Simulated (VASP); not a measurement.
# P (P4/mmm) in VASP: a series of runs

P is run at these levels: PBEsol; tasks: single point.

Program: VASP 6.6.1. These are calculated values, not measurements. Logs are shortened: lines on timing, memory, paths and dates and some standing lists are left out, and cuts for length are marked.

## (1) The cell of the first run

The typed cell holds 1 atom: a = 4.380 Å, b = 4.380 Å, c = 4.378 Å, α = 90.00°, β = 90.00°, γ = 90.00°.

## (2) Single point, PBEsol (strain +0.025 along x and y, +0.000 along z)

Contents of INCAR:

```
ALGO     = Normal         # electronic algorithm
EDIFF    = 1E-6           # SCF threshold, eV
ENCUT    = 520            # plane-wave cutoff, eV
GGA      = PS             # functional
ISIF     = 2              # what is computed and relaxed
ISMEAR   = 0              # smearing method
LASPH    = True           # aspherical terms in the spheres
LCHARG   = True           # write CHGCAR
LELF     = True           # ELF
LREAL    = False          # projectors in reciprocal space
LVHAR    = True         
LWAVE    = False          # write WAVECAR
NBANDS   = 8              # bands
NELM     = 80             # most SCF steps
PREC     = Accurate       # precision mode
SIGMA    = 0.15           # smearing width, eV
```

Contents of KPOINTS:

```
k-points
0
Gamma
  12 12 12
```

Contents of POSCAR:

```
P
1.0
    4.3797274788      0.0000000000      0.0000000000
    0.0000000000      4.3797274788      0.0000000000
    0.0000000000      0.0000000000      4.3780000000
P
1
Direct
    0.0000000000      0.0000000000      0.0000000000
```

Potentials or basis: VASP PAW PBE potentials, release 64 (P).

Launch:

```bash
$ cat potpaw_PBE.64/P/POTCAR > POTCAR
$ mpirun -np 1 vasp_std > vasp.out
```

OUTCAR:

```text
EDIFF = 1E-6
   ENCUT = 520
   GGA = PS
   ISIF = 2
   ISMEAR = 0
   LASPH = True
   LREAL = False
   NELM = 80
   PREC = Accurate

 ion  position               nearest neighbor table
   1  0.000  0.000  0.000-

  LATTYP: Found a simple tetragonal cell.
 ALAT       =     4.3797274788
 C/A-ratio  =     0.9996055739

  Lattice vectors:

 A1 = (   4.3797274788,   0.0000000000,   0.0000000000)
 A2 = (   0.0000000000,   4.3797274788,   0.0000000000)
 A3 = (   0.0000000000,   0.0000000000,   4.3780000000)

Analysis of symmetry for initial positions (statically):
=====================================================================
 Subroutine PRICEL returns:
 Original cell was already a primitive cell.

 Routine SETGRP: Setting up the symmetry group for a
 simple tetragonal supercell.

 Subroutine GETGRP returns: Found 16 space group operations
 (whereof 16 operations were pure point group operations)
 out of a pool of 16 trial point group operations.

The static configuration has the point symmetry D_4h.

Analysis of symmetry for dynamics (positions and initial velocities):
=====================================================================
 Subroutine PRICEL returns:
 Original cell was already a primitive cell.

 Routine SETGRP: Setting up the symmetry group for a
 simple tetragonal supercell.

 Subroutine GETGRP returns: Found 16 space group operations
 (whereof 16 operations were pure point group operations)
 out of a pool of 16 trial point group operations.

The dynamic configuration has the point symmetry D_4h.

 Subroutine INISYM returns: Found 16 space group operations
 (whereof 16 operations are pure point group operations),
 and found     1 'primitive' translations

----------------------------------------------------------------------------------------

                                     Primitive cell

  volume of cell :      83.9789

  direct lattice vectors                    reciprocal lattice vectors
     4.379727479  0.000000000  0.000000000     0.228324709  0.000000000  0.000000000
     0.000000000  4.379727479  0.000000000     0.000000000  0.228324709  0.000000000
     0.000000000  0.000000000  4.378000000     0.000000000  0.000000000  0.228414801

  length of vectors
     4.379727479  4.379727479  4.378000000     0.228324709  0.228324709  0.228414801

  position of ions in fractional coordinates (direct lattice)
[... 73 lines left out ...]
   LSORBIT =      F    spin-orbit coupling
   LASPH  =      T    aspherical Exc in radial PAW
   ENCUT  =  520.0 eV  38.22 Ry    6.18 a.u.   8.14  8.14  8.14*2*pi/ulx,y,z
   NELM   =     80;   NELMIN=  2; NELMDL= -5     # of ELM steps
   EDIFF  = 0.1E-05   stopping-criterion for ELM
   LREAL  =      F    real-space projection
   EDIFFG = 0.1E-04   stopping-criterion for IOM
   NSW    =      0    number of steps for IOM
   IBRION =     -1    ionic relax: 0-MD 1-quasi-New 2-CG
   NFREE  =      0    steps in history (QN), initial steepest desc. (CG)
   ISIF   =      2    stress and relaxation
   ISYM   =      2    0-nonsym 1-usesym 2-fastsym
   POTIM  = 0.5000    time-step for ionic-motion
   TEBEG  =    0.0;   TEEND  =   0.0 temperature during run
   PSTRESS=    0.0 pullay stress
   NELECT =       5.0000    total number of electrons
   NUPDOWN=      -1.0000    fix difference up-down
   EMIN   =  10.00;   EMAX   =-10.00  energy-range for DOS
   EFERMI =   0.00;   METHOD = LEGACY
   ISMEAR =     0;   SIGMA  =   0.15  broadening in eV -4-tet -1-fermi 0-gaus
   EFERMI_NEDOS =   21; number of points for ismear=-14 and -15
   IALGO  =     38    algorithm
   IMIX   =      4    mixing-type and parameters
     AMIX     =   0.40;   BMIX     =  1.00
     AMIX_MAG =   1.60;   BMIX_MAG =  1.00
  volume/ion in A,a.u.               =      83.98       566.72
  Fermi-wavevector in a.u.,A,eV,Ry     =   0.639256  1.208019  5.559998  0.408648
  Thomas-Fermi vector in A             =   1.704870
   LORBIT       =      0    0 simple, 1 ext, 2 COOP (PROOUT), +10 PAW based schemes
   GGA     = PS    functional components
   LHFCALC =     F    Hartree Fock is set to
   AEXX    =    0.0000 exact exchange contribution
   IVDW    =     0    specifies the selected vdW correction
   LEPSILON=     F    determine dielectric tensor
   LRPA    =     F    only Hartree local field effects (RPA)
 non-spin polarized calculation
 Gauss-broadening in eV      SIGMA  =   0.15
  energy-cutoff  :      520.00
  volume of cell :       83.98
 maximum number of plane-waves:      2301
 NGX is ok and might be reduce to    36
   NGX = 17   NGY = 17   NGZ = 17

 number of electron       5.0000001 magnetization

 Free energy of the ion-electron system (eV)
  ---------------------------------------------------
  ext. energy  EPLUGINS =         0.00000000
  ---------------------------------------------------
  free energy    TOTEN  =        -1.09523507 eV

  energy without entropy =       -1.05382294  energy(sigma->0) =       -1.07452901

 E-fermi :  -3.2006     XC(G=0):  -4.8994

 val. band max:       -3.2007784632   @ k =   0.2500   0.0833   0.4167
 cond. band min:      -3.1978216926   @ k =   0.5000   0.2500   0.0000
 fundamental gap:      0.0029567706
 Fermi energy:        -3.2006321165

 k-point     1 :       0.0000    0.0000    0.0000
  band No.  band energies     occupation
      1     -11.8992      2.00000
      2      -2.7273      0.00001
      3      -2.7273      0.00001
      4      -2.7257      0.00001
      5       1.3847      0.00000
      6       4.2579      0.00000
      7       4.2592      0.00000
      8       8.7094      0.00000
[... 243 lines left out ...]
 k-point    24 :       0.4167    0.3333    0.0000
  band No.  band energies     occupation
      1     -11.6724      2.00000
      2      -3.6940      2.00000
      3      -3.4673      1.98808
      4      -2.5245      0.00000
      5       3.0682      0.00000
      6       4.3298      0.00000
      7       6.0586      0.00000
      8       6.2501      0.00000

 [... further k-points ...]
[... 5 lines left out ...]
  --------------------------------------------------------------------------------------
  -------------------------------------------------------------------------------------
  Total       -1.8011506     -1.8011506     -1.8044540      0.0000000     -0.0000000      0.0000000
  in kB      -34.3629678    -34.3629678    -34.4259916      0.0000000     -0.0000000      0.0000000
  external PRESSURE =     -34.3839757 kB  Pullay stress =       0.0000000 kB

 VOLUME and BASIS-vectors are now :
 -----------------------------------------------------------------------------
  energy-cutoff  :      520.00
  volume of cell :       83.98
      direct lattice vectors                 reciprocal lattice vectors
     4.379727479  0.000000000  0.000000000     0.228324709  0.000000000  0.000000000
     0.000000000  4.379727479  0.000000000     0.000000000  0.228324709  0.000000000
     0.000000000  0.000000000  4.378000000     0.000000000  0.000000000  0.228414801

 POSITION                                       TOTAL-FORCE (eV/Angst)
 -----------------------------------------------------------------------------------
      0.00000      0.00000      0.00000         0.000000      0.000000      0.000000
 -----------------------------------------------------------------------------------
    total drift:                                0.000000      0.000000     -0.000000

  FREE ENERGIE OF THE ION-ELECTRON SYSTEM (eV)
  ---------------------------------------------------
  free  energy   TOTEN  =        -1.0952350745 eV

  energy  without entropy=       -1.0538229431  energy(sigma->0) =       -1.07452901
```

OSZICAR:

```text
N       E                     dE             d eps       ncg     rms          rms(c)
DAV:   1     0.832834472137E+01    0.83283E+01   -0.12812E+03  3136   0.357E+02
DAV:   2    -0.645418852203E+00   -0.89738E+01   -0.88603E+01  4384   0.457E+01
DAV:   3    -0.110775355265E+01   -0.46233E+00   -0.44296E+00  3720   0.108E+01
DAV:   4    -0.111271351045E+01   -0.49600E-02   -0.49563E-02  5608   0.130E+00
DAV:   5    -0.111272163020E+01   -0.81197E-05   -0.81197E-05  4136   0.353E-02    0.575E-01
DAV:   6    -0.109745517965E+01    0.15266E-01   -0.27299E-02  3744   0.618E-01    0.311E-01
DAV:   7    -0.109424641126E+01    0.32088E-02   -0.26453E-02  4112   0.636E-01    0.152E-01
DAV:   8    -0.109516291085E+01   -0.91650E-03   -0.10959E-03  4048   0.161E-01    0.312E-02
DAV:   9    -0.109517776748E+01   -0.14857E-04   -0.10886E-05  5168   0.193E-02    0.104E-02
DAV:  10    -0.109523113329E+01   -0.53366E-04   -0.73253E-05  3496   0.376E-02    0.256E-03
DAV:  11    -0.109523475114E+01   -0.36179E-05   -0.69170E-06  3712   0.109E-02    0.177E-03
DAV:  12    -0.109523507446E+01   -0.32332E-06   -0.63334E-07  3888   0.403E-03
   1 F= -.10952351E+01 E0= -.10745290E+01  d E =-.414121E-01
```

stdout:

```text
POSCAR found type information on POSCAR P
 POSCAR found :  1 types and       1 ions
 scaLAPACK will be used
 -----------------------------------------------------------------------------
|                                                                             |
|                                                                             |
|     You enforced a specific xc type in the INCAR file but a different       |
|     I HOPE YOU KNOW WHAT YOU ARE DOING!                                     |
|                                                                             |
 -----------------------------------------------------------------------------

 LDA part: xc-table for (Slater+PW92), standard interpolation
 POSCAR, INCAR and KPOINTS ok, starting setup
 FFT: planning ... GRIDC
 FFT: planning ... GRID_SOFT
 FFT: planning ... GRID
 WAVECAR not read
 entering main loop
```

It took 44 s on 1 thread of Intel Xeon 6975P-C (Granite Rapids), shared host; peak memory 0.26 GiB.

What came out:

* Free energy: -1.0952 eV
* Pressure: -3.4 GPa

Caveat: the cell differs from its parent crystal (strain +0.025 along x and y, +0.000 along z); the PAW data sets were made with another functional, which shifts forces and pressure a little.

## (3) Single point, PBEsol (strain +0.050 along x and y, -0.025 along z)

Contents of INCAR:

```
  PREC = Accurate
  ENCUT = 520
  EDIFF = 1E-7
  ISMEAR = 0
  SIGMA = 0.15
  LREAL = False
  LASPH = True
  NELM = 80
  ALGO = Normal
  ISIF = 2
  LWAVE = False
  LCHARG = False
  GGA = PS
  NBANDS = 8
```

Contents of KPOINTS:

```
Automatic mesh
0
Gamma
  12 12 12
```

Contents of POSCAR:

```
P
1.0
    4.4865501003      0.0000000000      0.0000000000
    0.0000000000      4.4865501003      0.0000000000
    0.0000000000      0.0000000000      4.2685500000
P
1
Direct
    0.0000000000      0.0000000000      0.0000000000
```

Potentials or basis: VASP PAW PBE potentials, release 64 (P).

Launch:

```bash
$ cat potpaw_PBE.64/P/POTCAR > POTCAR
$ mpirun -np 1 vasp_std > vasp.out
```

Wall time 34 s (1 thread of Intel Xeon 6975P-C (Granite Rapids), shared host); peak memory 0.26 GiB.

It converged, with:

| Quantity | Value |
| --- | --- |
| Free energy | -1.0616 eV |
| Pressure | -3.3 GPa |

Stress tensor (GPa, compression positive):
```
-3.00  0.00  0.00
 0.00 -3.00  0.00
 0.00  0.00 -3.78
```

Levels at points of the mesh, in eV from the Fermi level:
| k point | band 1 | band 2 | band 3 | band 4 | band 5 | band 6 | band 7 | band 8 |
| --- | --- | --- | --- | --- | --- | --- | --- | --- |
| (0.00, 0.00, 0.00) | -8.69 | 0.39 | 0.39 | 0.60 | 4.57 | 7.36 | 7.54 | 11.60 |
| (0.50, 0.00, 0.00) | -8.58 | -0.69 | 0.50 | 0.69 | 6.33 | 7.28 | 8.09 | 9.39 |
| (0.50, 0.50, 0.00) | -8.47 | -0.46 | -0.46 | 0.78 | 5.88 | 7.96 | 9.32 | 9.32 |
| (0.00, 0.00, 0.50) | -8.52 | -0.78 | 0.54 | 0.54 | 6.42 | 7.45 | 8.16 | 9.34 |
| (0.50, 0.00, 0.50) | -8.41 | -0.56 | -0.39 | 0.64 | 5.92 | 7.97 | 9.37 | 9.49 |
| (0.50, 0.50, 0.50) | -8.32 | -0.38 | -0.21 | -0.21 | 6.87 | 6.87 | 7.06 | 9.15 |

Caveat: the cell differs from its parent crystal (strain +0.050 along x and y, -0.025 along z); the PAW data sets were made with another functional, which shifts forces and pressure a little.

## (4) Single point, PBEsol (strain +0.025 along x and y, +0.025 along z)

Contents of INCAR:

```
ALGO = Normal
EDIFF = 1E-6
ENCUT = 520
GGA = PS
ISIF = 2
ISMEAR = 0
LASPH = T
LCHARG = F
LREAL = F
LWAVE = F
NBANDS = 8
NELM = 80
PREC = Accurate
SIGMA = 0.15
```

Contents of KPOINTS:

```
k-points
0
Gamma
  12 12 12
```

Contents of POSCAR:

```
P
1.0
    4.3797274788      0.0000000000      0.0000000000
    0.0000000000      4.3797274788      0.0000000000
    0.0000000000      0.0000000000      4.4874500000
P
1
Direct
    0.0000000000      0.0000000000      0.0000000000
```

Potentials or basis: VASP PAW PBE potentials, release 64 (P).

Launch:

```bash
$ cat potpaw_PBE.64/P/POTCAR > POTCAR
$ mpirun -np 1 vasp_std > vasp.out
```

OUTCAR:

```text
EDIFF = 1E-6
   ENCUT = 520
   GGA = PS
   ISIF = 2
   ISMEAR = 0
   LASPH = T
   LREAL = F
   NELM = 80
   PREC = Accurate

 ion  position               nearest neighbor table
   1  0.000  0.000  0.000-

  LATTYP: Found a simple tetragonal cell.
 ALAT       =     4.3797274788
 C/A-ratio  =     1.0245957133

  Lattice vectors:

 A1 = (   4.3797274788,   0.0000000000,   0.0000000000)
 A2 = (   0.0000000000,   4.3797274788,   0.0000000000)
 A3 = (   0.0000000000,   0.0000000000,   4.4874500000)

Analysis of symmetry for initial positions (statically):
=====================================================================
 Subroutine PRICEL returns:
 Original cell was already a primitive cell.

 Routine SETGRP: Setting up the symmetry group for a
 simple tetragonal supercell.

 Subroutine GETGRP returns: Found 16 space group operations
 (whereof 16 operations were pure point group operations)
 out of a pool of 16 trial point group operations.

The static configuration has the point symmetry D_4h.

Analysis of symmetry for dynamics (positions and initial velocities):
=====================================================================
 Subroutine PRICEL returns:
 Original cell was already a primitive cell.

 Routine SETGRP: Setting up the symmetry group for a
 simple tetragonal supercell.

 Subroutine GETGRP returns: Found 16 space group operations
 (whereof 16 operations were pure point group operations)
 out of a pool of 16 trial point group operations.

The dynamic configuration has the point symmetry D_4h.

 Subroutine INISYM returns: Found 16 space group operations
 (whereof 16 operations are pure point group operations),
 and found     1 'primitive' translations

----------------------------------------------------------------------------------------

                                     Primitive cell

  volume of cell :      86.0783

  direct lattice vectors                    reciprocal lattice vectors
[... 103 lines left out ...]
   IMIX   =      4    mixing-type and parameters
     AMIX     =   0.40;   BMIX     =  1.00
     AMIX_MAG =   1.60;   BMIX_MAG =  1.00
  volume/ion in A,a.u.               =      86.08       580.89
  Fermi-wavevector in a.u.,A,eV,Ry     =   0.634016  1.198117  5.469220  0.401976
  Thomas-Fermi vector in A             =   1.697868
   LORBIT       =      0    0 simple, 1 ext, 2 COOP (PROOUT), +10 PAW based schemes
   GGA     = PS    functional components
   LHFCALC =     F    Hartree Fock is set to
   AEXX    =    0.0000 exact exchange contribution
   IVDW    =     0    specifies the selected vdW correction
   LEPSILON=     F    determine dielectric tensor
   LRPA    =     F    only Hartree local field effects (RPA)
 non-spin polarized calculation
 Gauss-broadening in eV      SIGMA  =   0.15
  energy-cutoff  :      520.00
  volume of cell :       86.08
 maximum number of plane-waves:      2352
 NGX is ok and might be reduce to    36
   NGX = 17   NGY = 17   NGZ = 17

 number of electron       5.0000000 magnetization

 Free energy of the ion-electron system (eV)
  ---------------------------------------------------
  ext. energy  EPLUGINS =         0.00000000
  ---------------------------------------------------
  free energy    TOTEN  =        -1.05318207 eV

  energy without entropy =       -1.00955519  energy(sigma->0) =       -1.03136863

 E-fermi :  -3.2578     XC(G=0):  -4.8225

 val. band max:       -3.2602186774   @ k =   0.2500   0.0833   0.5000
 cond. band min:      -3.2574416908   @ k =   0.4167   0.0833   0.2500
 fundamental gap:      0.0027769866
 Fermi energy:        -3.2577922310

 k-point     1 :       0.0000    0.0000    0.0000
  band No.  band energies     occupation
      1     -11.9430      2.00000
      2      -2.8695      0.00025
      3      -2.7732      0.00000
      4      -2.7732      0.00000
      5       1.3073      0.00000
      6       4.1515      0.00000
      7       4.2297      0.00000
      8       8.5114      0.00000
[... 243 lines left out ...]
 k-point    24 :       0.4167    0.3333    0.0000
  band No.  band energies     occupation
      1     -11.7170      2.00000
      2      -3.7356      1.99999
      3      -3.5099      1.98252
      4      -2.6603      0.00000
      5       3.0288      0.00000
      6       4.2140      0.00000
      7       5.9770      0.00000
      8       6.1708      0.00000

 [... further k-points ...]
[... 5 lines left out ...]
  --------------------------------------------------------------------------------------
  -------------------------------------------------------------------------------------
  Total       -1.8105849     -1.8105849     -1.6077392      0.0000000      0.0000000      0.0000000
  in kB      -33.7004482    -33.7004482    -29.9248783      0.0000000      0.0000000      0.0000000
  external PRESSURE =     -32.4419249 kB  Pullay stress =       0.0000000 kB

 VOLUME and BASIS-vectors are now :
 -----------------------------------------------------------------------------
  energy-cutoff  :      520.00
  volume of cell :       86.08
      direct lattice vectors                 reciprocal lattice vectors
     4.379727479  0.000000000  0.000000000     0.228324709  0.000000000  0.000000000
     0.000000000  4.379727479  0.000000000     0.000000000  0.228324709  0.000000000
     0.000000000  0.000000000  4.487450000     0.000000000  0.000000000  0.222843709

 POSITION                                       TOTAL-FORCE (eV/Angst)
 -----------------------------------------------------------------------------------
      0.00000      0.00000      0.00000         0.000000      0.000000      0.000000
 -----------------------------------------------------------------------------------
    total drift:                                0.000000      0.000000     -0.000000

  FREE ENERGIE OF THE ION-ELECTRON SYSTEM (eV)
  ---------------------------------------------------
  free  energy   TOTEN  =        -1.0531820713 eV

  energy  without entropy=       -1.0095551866  energy(sigma->0) =       -1.03136863
```

OSZICAR:

```text
N       E                     dE             d eps       ncg     rms          rms(c)
DAV:   1     0.787783858659E+01    0.78778E+01   -0.12124E+03  3136   0.350E+02
DAV:   2    -0.605126016083E+00   -0.84830E+01   -0.83732E+01  4256   0.450E+01
DAV:   3    -0.106529970301E+01   -0.46017E+00   -0.43507E+00  3808   0.107E+01
DAV:   4    -0.106988775751E+01   -0.45881E-02   -0.45824E-02  5520   0.124E+00
DAV:   5    -0.106989389826E+01   -0.61408E-05   -0.61405E-05  4296   0.315E-02    0.562E-01
DAV:   6    -0.105526540992E+01    0.14628E-01   -0.26282E-02  4088   0.605E-01    0.305E-01
DAV:   7    -0.105222360505E+01    0.30418E-02   -0.25326E-02  4032   0.621E-01    0.148E-01
DAV:   8    -0.105310673269E+01   -0.88313E-03   -0.10129E-03  4280   0.156E-01    0.264E-02
DAV:   9    -0.105312772208E+01   -0.20989E-04   -0.11038E-05  5112   0.195E-02    0.856E-03
DAV:  10    -0.105317629649E+01   -0.48574E-04   -0.53249E-05  3440   0.325E-02    0.216E-03
DAV:  11    -0.105318197501E+01   -0.56785E-05   -0.97257E-06  3648   0.133E-02    0.147E-03
DAV:  12    -0.105318207133E+01   -0.96319E-07   -0.38544E-07  4240   0.280E-03
   1 F= -.10531821E+01 E0= -.10313686E+01  d E =-.436269E-01
```

It took 40 s on 1 thread of Intel Xeon 6975P-C (Granite Rapids), shared host; peak memory 0.27 GiB.

Results:

* Free energy: -1.0532 eV
* Pressure: -3.2 GPa

Caveat: the cell differs from its parent crystal (strain +0.025 along x and y, +0.025 along z); the PAW data sets were made with another functional, which shifts forces and pressure a little.

(Continued in part 2 of 2.)
